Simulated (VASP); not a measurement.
Input of a VASP 6.6.1 run:

The input INCAR:

```
SYSTEM = Tl
PREC     = Accurate       ! precision mode
ENCUT    = 520            ! plane-wave cutoff, eV
EDIFF    = 1E-6           ! SCF threshold, eV
ISMEAR   = 0              ! smearing method
SIGMA    = 0.1            ! smearing width, eV
LREAL    = .FALSE.        ! projectors in reciprocal space
LASPH    = .TRUE.         ! aspherical terms in the spheres
NELM     = 100            ! most SCF steps
ALGO     = Normal         ! electronic algorithm
ISIF     = 2              ! what is computed and relaxed
LWAVE    = .FALSE.        ! write WAVECAR
LCHARG   = .TRUE.         ! write CHGCAR
GGA      = PS             ! functional
LELF     = .TRUE.         ! ELF
LVHAR    = .TRUE.       
NBANDS   = 12             ! bands
```

Contents of KPOINTS:

```
Automatic mesh
0
G
  21 21 18
  0 0 0
```

The input POSCAR:

```
Tl
1.0
    3.3062089622      0.0000000000      0.0000000000
   -1.6531044811      2.8632609515      0.0000000000
    0.0000000000      0.0000000000      3.1484920645
Tl
1
Direct
    0.0000000000      0.0000000000      0.0000000000
```

Potentials or basis: VASP PAW PBE potentials, release 64 (Tl_d).

Command:

```console
$ cat potpaw_PBE.64/Tl_d/POTCAR > POTCAR
$ mpirun -np 1 vasp_std > vasp.out
```

Problem. Predict the pressure.

Solution. 0.0 GPa.

Caveat: the PAW data sets were made with another functional, which shifts forces and pressure a little.
